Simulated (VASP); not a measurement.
# BAs in VASP: further runs, part 2 of 2

VASP 6.6.1. The steps go on from the part before.

## (3) Single point, PBE (z stretched by -2 %, then relaxed in part)

INCAR reads:

```
PREC     = Accurate       # precision mode
ENCUT    = 560            # plane-wave cutoff, eV
EDIFF    = 1E-6           # SCF threshold, eV
ISMEAR   = -1             # smearing method
SIGMA    = 0.02           # smearing width, eV
LREAL    = F              # projectors in reciprocal space
LASPH    = T              # aspherical terms in the spheres
NELM     = 120            # most SCF steps
ALGO     = Normal         # electronic algorithm
ISIF     = 2              # what is computed and relaxed
LWAVE    = F              # write WAVECAR
LCHARG   = F              # write CHGCAR
GGA      = PE             # functional
NBANDS   = 16             # bands
GGA_COMPAT= F
```

KPOINTS reads:

```
regular mesh
0
Gamma
  16 16 16
```

POSCAR reads:

```
BAs
1.0
    0.0000000000      2.3885000000      2.3407300000
    2.3885000000      0.0000000000      2.3407300000
    2.3885000000      2.3885000000      0.0000000000
B As
1 1
Direct
    0.0000000000      0.0000000000      0.0000000000
    0.2500000000      0.2500000000      0.2500000000
```

Potentials or basis: VASP PAW PBE potentials, release 64 (B, As_d).

Run with:

```sh
$ cat potpaw_PBE.64/B/POTCAR potpaw_PBE.64/As_d/POTCAR > POTCAR
$ mpirun -np 1 vasp_std > vasp.out
```

OUTCAR:

```text
PREC = Accurate
   ENCUT = 560
   EDIFF = 1E-6
   ISMEAR = -1
   LREAL = F
   LASPH = T
   NELM = 120
   ISIF = 2
   GGA = PE

 ion  position               nearest neighbor table
   1  0.000  0.000  0.000-   2 2.05   2 2.05   2 2.05   2 2.05
   2  0.250  0.250  0.250-   1 2.05   1 2.05   1 2.05   1 2.05

  LATTYP: Found a body centered tetragonal cell.
 ALAT       =     3.3778490937
 C/A-ratio  =     1.3859292911

  Lattice vectors:

 A1 = (   0.0000000000,  -2.3885000000,  -2.3407300000)
 A2 = (   0.0000000000,   2.3885000000,  -2.3407300000)
 A3 = (   2.3885000000,   0.0000000000,   2.3407300000)

Analysis of symmetry for initial positions (statically):
=====================================================================
 Subroutine PRICEL returns:
 Original cell was already a primitive cell.

 Routine SETGRP: Setting up the symmetry group for a
 body centered tetragonal supercell.

 Subroutine GETGRP returns: Found  8 space group operations
[... 161 lines left out ...]
  free energy    TOTEN  =       -11.42220530 eV

  energy without entropy =      -11.42220530  energy(sigma->0) =      -11.42220530

 E-fermi :   5.5211     XC(G=0): -11.2338

 val. band max:        5.1265039070   @ k =   0.0000   0.0000   0.0000
 cond. band min:       6.0001883889   @ k =   0.3750   0.3750   0.0000
 fundamental gap:      0.8736844819
 Fermi energy:         5.5211113660

 k-point     1 :       0.0000    0.0000    0.0000
  band No.  band energies     occupation
      1     -30.8087      2.00000
      2     -30.8087      2.00000
      3     -30.8054      2.00000
      4     -30.7834      2.00000
      5     -30.7810      2.00000
      6     -10.5878      2.00000
[... 433 lines left out ...]
      3     -30.8042      2.00000
      4     -30.7832      2.00000
      5     -30.7811      2.00000
      6     -10.4158      2.00000
[... 8 lines left out ...]
     15      16.4259      0.00000
     16      17.3213      0.00000

 [... further k-points ...]

------------------------ aborting loop because EDIFF is reached ----------------------------------------

  FORCE on cell =-STRESS in cart. coord.  units (eV):
  Direction    XX          YY          ZZ          XY          YZ          ZX
  --------------------------------------------------------------------------------------
  -------------------------------------------------------------------------------------
  Total        0.6902639      0.6902639      1.3795728      0.0000000     -0.0000000     -0.0000000
  in kB       41.4089252     41.4089252     82.7605562      0.0000000     -0.0000000     -0.0000000
  external PRESSURE =      55.1928022 kB  Pullay stress =       0.0000000 kB

 VOLUME and BASIS-vectors are now :
 -----------------------------------------------------------------------------
  energy-cutoff  :      560.00
  volume of cell :       26.71
      direct lattice vectors                 reciprocal lattice vectors
     0.000000000  2.388500000  2.340730000    -0.209336404  0.209336404  0.213608575
     2.388500000  0.000000000  2.340730000     0.209336404 -0.209336404  0.213608575
     2.388500000  2.388500000  0.000000000     0.209336404  0.209336404 -0.213608575

 POSITION                                       TOTAL-FORCE (eV/Angst)
 -----------------------------------------------------------------------------------
      0.00000      0.00000      0.00000         0.000000      0.000000      0.000000
      1.19425      1.19425      1.17037         0.000000     -0.000000     -0.000000
 -----------------------------------------------------------------------------------
    total drift:                                0.000001      0.000001      0.000000

  FREE ENERGIE OF THE ION-ELECTRON SYSTEM (eV)
  ---------------------------------------------------
  free  energy   TOTEN  =       -11.4222053007 eV

  energy  without entropy=      -11.4222053007  energy(sigma->0) =      -11.42220530
```

OSZICAR:

```text
N       E                     dE             d eps       ncg     rms          rms(c)
DAV:   1     0.919362518968E+02    0.91936E+02   -0.84847E+03 12728   0.551E+03
DAV:   2    -0.249319859509E+01   -0.94429E+02   -0.89470E+02 12840   0.646E+02
DAV:   3    -0.118816616807E+02   -0.93885E+01   -0.93435E+01 12888   0.899E+01
DAV:   4    -0.121142165580E+02   -0.23255E+00   -0.23252E+00 14128   0.151E+01
DAV:   5    -0.121172064015E+02   -0.29898E-02   -0.29898E-02 13008   0.205E+00    0.562E+00
DAV:   6    -0.114931653382E+02    0.62404E+00   -0.88842E-01 14080   0.682E+00    0.277E+00
DAV:   7    -0.114284371227E+02    0.64728E-01   -0.15839E-01 14704   0.262E+00    0.109E+00
DAV:   8    -0.114219758610E+02    0.64613E-02   -0.17171E-02 15472   0.200E+00    0.992E-02
DAV:   9    -0.114221034770E+02   -0.12762E-03   -0.12485E-03 13920   0.724E-01    0.437E-02
DAV:  10    -0.114221943485E+02   -0.90872E-04   -0.20440E-04 14544   0.300E-01    0.186E-02
DAV:  11    -0.114222044631E+02   -0.10115E-04   -0.25088E-05 14488   0.918E-02    0.566E-03
DAV:  12    -0.114222053007E+02   -0.83764E-06   -0.25709E-06 15368   0.287E-02
   1 F= -.11422205E+02 E0= -.11422205E+02  d E =-.573238E-12
```

It took 85 s on 1 thread of Intel Xeon 6975P-C (Granite Rapids), shared host; peak memory 0.29 GiB.

What came out:

```yaml
Free_energy: -11.4222 eV
Pressure: 5.5 GPa
Band_gap_on_the_k_mesh: 0.87 eV (least direct gap 3.09 eV)
```

Caveat: the cell differs from its parent crystal (z stretched by -2 %, then relaxed in part); the cell stands under pressure.

## (4) Single point, PBE (z stretched by -1 %, then relaxed in part)

INCAR reads:

```
  ALGO = Normal
  EDIFF = 1E-6
  ENCUT = 560
  GGA = PE
  GGA_COMPAT = False
  ISIF = 2
  ISMEAR = -1
  LASPH = True
  LCHARG = False
  LREAL = False
  LWAVE = False
  NBANDS = 16
  NELM = 120
  PREC = Accurate
  SIGMA = 0.02
```

KPOINTS reads:

```
k-points
0
Gamma
  16 16 16
```

POSCAR reads:

```
BAs
1.0
    0.0000000000      2.3885000000      2.3646150000
    2.3885000000      0.0000000000      2.3646150000
    2.3885000000      2.3885000000      0.0000000000
B As
1 1
Direct
    0.0000000000      0.0000000000      0.0000000000
    0.2500000000      0.2500000000      0.2500000000
```

Run with:

```sh
$ cat potpaw_PBE.64/B/POTCAR potpaw_PBE.64/As_d/POTCAR > POTCAR
$ mpirun -np 1 vasp_std > vasp.out
```

Wall time 70 s (1 thread of Intel Xeon 6975P-C (Granite Rapids), shared host); peak memory 0.28 GiB.

Results (log left out):

* Free energy: -11.4341 eV
* Pressure: 4.0 GPa
* Band gap on the k mesh: 1.04 eV (least direct gap 3.19 eV)

Stress tensor (GPa, compression positive):
```
3.30 0.00 0.00
0.00 3.30 0.00
0.00 0.00 5.37
```

Levels at points of the mesh, in eV from the valence-band top:
```csv
k point,band 7,band 8,band 9,band 10,band 11,band 12
"(0.00, 0.00, 0.00)",-0.10,-0.10,0.00,3.19,3.25,3.25
"(0.50, 0.00, 0.00)",-8.92,-1.96,-1.84,2.68,4.70,4.79
"(0.50, 0.50, 0.00)",-8.58,-4.24,-4.24,1.29,1.29,11.45
"(0.50, 0.00, 0.50)",-8.66,-4.16,-4.14,1.40,1.42,11.36
```

Caveat: the cell differs from its parent crystal (z stretched by -1 %, then relaxed in part); the cell stands under pressure.

## (5) The runs side by side

```csv
cell,gap on the mesh (eV),pressure (GPa)
"a = 3.332 Å, angles 60.0°, 2 atoms",1.16,8.8
"a = 3.344, b = 3.344, c = 3.378 Å, angles 59.7, 59.7, 60.7°, 2 atoms",0.87,5.5
"a = 3.361, b = 3.361, c = 3.378 Å, angles 59.8, 59.8, 60.3°, 2 atoms",1.04,4.0
```

Alike in all rows: task single point; level PBE; potentials or basis VASP PAW PBE potentials, release 64 (B, As_d); no spin polarisation; k mesh 16 × 16 × 16; cutoff (eV) 560; smearing fermi-dirac 0.02 eV.

Caveats: the cell stands under pressure.

Absolute energies hang on the potentials; compare differences alone.
